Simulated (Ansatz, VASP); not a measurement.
Sc2Cu3: VASP beside Ansatz

Contents of INCAR:

```
SYSTEM = Sc2Cu3
PREC = Accurate ; ENCUT = 520
EDIFF = 1E-6 ; ISMEAR = 0
SIGMA = 0.1 ; LREAL = .False.
LASPH = .True. ; NELM = 150
ALGO = Normal ; ISIF = 2
LWAVE = .False. ; LCHARG = .True.
ISPIN = 2 ; MAGMOM = 1 1 0 0 0
LORBIT = 11 ; LMAXMIX = 4
GGA = PE ; LELF = .True.
LVHAR = .True. ; NBANDS = 40
```

KPOINTS

```
regular mesh
0
Gamma
  4 4 4
  0 0 0
```

Contents of POSCAR:

```
Sc2Cu3
1.0
    4.6590543161      0.0000000000      0.0000000000
    0.0000000000      4.6590543161      0.0000000000
    0.0000000000      0.0000000000      4.6590543161
Sc Cu
2 3
Direct
    0.5000000000      0.5000000000      0.5000000000
    0.0000000000      0.0000000000      0.0000000000
    0.5000000000      0.0000000000      0.0000000000
    0.0000000000      0.5000000000      0.0000000000
    0.0000000000      0.0000000000      0.5000000000
```

Input for Ansatz:

```yaml
crystal:
  lattice:
    - [4.6590543161, 0.0, 0.0]
    - [0.0, 4.6590543161, 0.0]
    - [0.0, 0.0, 4.6590543161]
  atoms:
    - { symbol: Sc, position: [0.5, 0.5, 0.5], spin: 1.0 }
    - { symbol: Sc, position: [0.0, 0.0, 0.0], spin: 1.0 }
    - { symbol: Cu, position: [0.5, 0.0, 0.0] }
    - { symbol: Cu, position: [0.0, 0.5, 0.0] }
    - { symbol: Cu, position: [0.0, 0.0, 0.5] }
basis:
  ecutwfc: 420
kpoints:
  mp_grid: { grid: [4, 4, 4] }
hamiltonian:
  xc: pbe
scf:
  occupations: { method: gaussian, width: 0.1 }
  lower_state_search: "off"
output:
  forces: true
  stress: true
  eigenvalues: true
  populations: true
magnetization:
  spin_polarized: true
```

Change from the starting cell: species swapped into the Tl2F3 type (Pm-3m, No. 221).

Alike in both runs: task single point; functional PBE; k mesh 4 × 4 × 4; occupations gaussian, width 0.1 eV; collinear spin.

```csv
,VASP,Ansatz
version,VASP 6.6.1,Ansatz 0.2.0
potentials or method,"VASP PAW PBE potentials, release 64 (Sc_sv, Cu), cutoff 520 eV","scalar-relativistic, plane waves, PAW"
valence electrons in the cell,55,79
```

|  | VASP | Ansatz | Ansatz less VASP |
| --- | --- | --- | --- |
| gap on the k mesh at the Fermi level (eV) | none | none | - |
| pressure (GPa) | 0.5 | 0.3 | -0.29 |
| net moment per atom (μB) | 0.00 | 0.00 | -0.002 |

A gap of «none» marks a metal or a gap that the smearing closes. The functional is the same, so the differences come from potentials, cutoffs and numerics. VASP's potentials hold 55 valence electrons a cell and Ansatz's 79, so a difference there can come from the potentials and not from the codes. Ansatz's warnings: seeded moment not kept.
